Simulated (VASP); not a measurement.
A run of VASP 6.6.1 is set up as follows.

File INCAR:

```
  ALGO = Normal
  EDIFF = 1E-7
  ENCUT = 520
  GGA = PE
  ISIF = 2
  ISMEAR = -1
  LASPH = T
  LCHARG = T
  LELF = T
  LREAL = Auto
  LVHAR = T
  LWAVE = F
  NBANDS = 73
  NELECT = 122.0
  NELM = 100
  PREC = Accurate
  SIGMA = 0.02
```

Contents of KPOINTS:

```
k-points
0
Gamma
  2 2 2
```

File POSCAR:

```
MgGa6N8
1.0
   -3.1800000000     -5.5079220000      0.0000000000
    4.7700000000     -2.7539610000      0.0000000000
    0.0000000000      0.0000000000      5.1660000000
Ga N Mg
6 8 1
Direct
    0.5007810904      0.3291469324     -0.0043143631
    0.5020778128      0.6656309109      0.4967729384
    0.2500180638      0.8332107847     -0.0024601239
    0.2495912364      0.1538031723      0.5122922958
   -0.0025815103      0.6683412573      0.4985801394
    0.7490288784      0.8420509085     -0.0034409601
    0.4587877849      0.3499979362      0.3607710027
    0.4980959458      0.6637851379      0.8708012002
    0.2511418892      0.8347398758      0.3727075106
    0.2586750935      0.1576423055      0.8753019744
    0.0384949751      0.3497786207      0.3722417731
    0.0003102646      0.6858347257      0.8682512582
    0.7487627908      0.7989397641      0.3622837786
    0.7415924674      0.1662926722      0.8940582656
   -0.0006008629      0.3378876847     -0.0130965931
```

Potentials or basis: VASP PAW PBE potentials, release 64 (Ga_d, N, Mg).

Launch:

```bash
$ cat potpaw_PBE.64/Ga_d/POTCAR potpaw_PBE.64/N/POTCAR potpaw_PBE.64/Mg/POTCAR > POTCAR
$ mpirun -np 1 vasp_std > vasp.out
```

(1) Predict the largest force.

Results:

(1) 0.033 eV/Å.

Caveat: the k points lie up to 0.61 Å⁻¹ apart; the cell carries a net charge on a neutralising background, which shifts energy and pressure.
